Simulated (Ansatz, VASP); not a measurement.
# One calculation of ZnO, two programs

INCAR

```
ALGO = Normal
EDIFF = 1E-6
ENCUT = 910
GGA = PE
GGA_COMPAT = False
ISIF = 2
ISMEAR = -1
LASPH = True
LCHARG = False
LREAL = False
LWAVE = False
NBANDS = 26
NELM = 120
PREC = Accurate
SIGMA = 0.02
```

File KPOINTS:

```
k-points
0
Gamma
  12 12 6
```

Contents of POSCAR:

```
ZnO
1.0
    2.9768608459      0.0000000000      0.0000000000
   -1.4884304230      2.5780371161      0.0000000000
    0.0000000000      0.0000000000      5.1256343879
Zn O
2 2
Direct
    0.0000000000      0.0000000000      0.0000000000
    0.0000000000      0.0000000000      0.5000000000
    0.3333333333      0.6666666667      0.2500000000
    0.6666666667      0.3333333333      0.7500000000
```

Input for Ansatz:

```yaml
crystal:
  lattice:
    - [2.9768608459, 0.0, 0.0]
    - [-1.488430423, 2.5780371161, 0.0]
    - [0.0, 0.0, 5.1256343879]
  atoms:
    - { symbol: Zn, position: [0.0, 0.0, 0.0] }
    - { symbol: Zn, position: [0.0, 0.0, 0.5] }
    - { symbol: O, position: [0.3333333333, 0.6666666667, 0.25] }
    - { symbol: O, position: [0.6666666667, 0.3333333333, 0.75] }
kpoints:
  mp_grid: { grid: [12, 12, 6] }
  band_path:
    path:
      - [[0.0, 0.0, 0.0], [0.5, -4.111581870878e-18, 0.0], [0.3333333333333, 0.3333333333333, 0.0], [0.0, 0.0, 0.0], [0.0, 0.0, 0.5], [0.5, -4.111581870878e-18, 0.5], [0.3333333333333, 0.3333333333333, 0.5], [0.0, 0.0, 0.5]]
      - [[0.5, -4.111581870878e-18, 0.5], [0.5, -4.111581870878e-18, 0.0]]
      - [[0.3333333333333, 0.3333333333333, 0.5], [0.3333333333333, 0.3333333333333, 0.0]]
    npoints: 10
hamiltonian:
  xc: pbe
scf:
  occupations: { method: fermi_dirac, width: 0.02 }
  n_extra_bands: 5
output:
  forces: true
  stress: true
  eigenvalues: true
```

Alike in both runs: task single point; functional PBE; k mesh 12 × 12 × 6; occupations fermi-dirac, width 0.02 eV; no spin polarisation.

```csv
,VASP,Ansatz
version,VASP 6.6.1,Ansatz 0.2.0
potentials or method,"VASP PAW PBE potentials, release 64 (Zn, O_h)","plane waves, PAW"
plane-wave cutoff (eV),910,420
valence electrons in the cell,36,36
```

|  | VASP | Ansatz | Ansatz less VASP |
| --- | --- | --- | --- |
| gap on the k mesh at the Fermi level (eV) | 0.73 | 0.75 | +0.026 |

Noted on VASP's run: the cutoff is short for stress, so the pressure is rough.
